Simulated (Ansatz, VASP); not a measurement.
**C in VASP and in Ansatz**

Contents of INCAR:

```
SYSTEM = C
  PREC = Accurate
  ENCUT = 520
  EDIFF = 1E-7
  ISMEAR = 0
  SIGMA = 0.01
  LREAL = .False.
  LASPH = .True.
  NELM = 100
  ALGO = Normal
  ISIF = 2
  LWAVE = .False.
  LCHARG = .True.
  GGA = PE
  LELF = .True.
  LVHAR = .True.
  NBANDS = 11
```

File KPOINTS:

```
regular mesh
0
Gamma
  8 8 8
  0 0 0
```

POSCAR

```
C
1.0
    0.0000000000      1.7801241426      1.7801241426
    1.7801241426      0.0000000000      1.7801241426
    1.7801241426      1.7801241426      0.0000000000
C
2
Direct
    0.0000000000      0.0000000000      0.0000000000
    0.2500000000      0.2500000000      0.2500000000
```

Input for Ansatz:

```yaml
crystal:
  lattice:
    - [0.0, 1.7801241426, 1.7801241426]
    - [1.7801241426, 0.0, 1.7801241426]
    - [1.7801241426, 1.7801241426, 0.0]
  atoms:
    - { symbol: C, position: [0.0, 0.0, 0.0] }
    - { symbol: C, position: [0.25, 0.25, 0.25] }
kpoints:
  mp_grid: { grid: [8, 8, 8] }
hamiltonian:
  xc: pbe
scf:
  occupations: { method: fixed }
  n_extra_bands: 24
output:
  forces: true
  stress: true
  eigenvalues: true
```

Alike in both runs: task single point; functional PBE; k mesh 8 × 8 × 8; no spin polarisation.

|  | VASP | Ansatz |
| --- | --- | --- |
| version | VASP 6.6.1 | Ansatz 0.2.0 |
| potentials or method | VASP PAW PBE potentials, release 64 (C) | plane waves |
| plane-wave cutoff (eV) | 520 | 420 |
| occupations | gaussian, width 0.01 eV | fixed |
| valence electrons in the cell | 8 | 8 |

```tsv
	VASP	Ansatz	Ansatz less VASP
gap on the k mesh at the Fermi level (eV)	4.14	4.15	+0.008
pressure (GPa)	4.9	4.2	-0.70
```
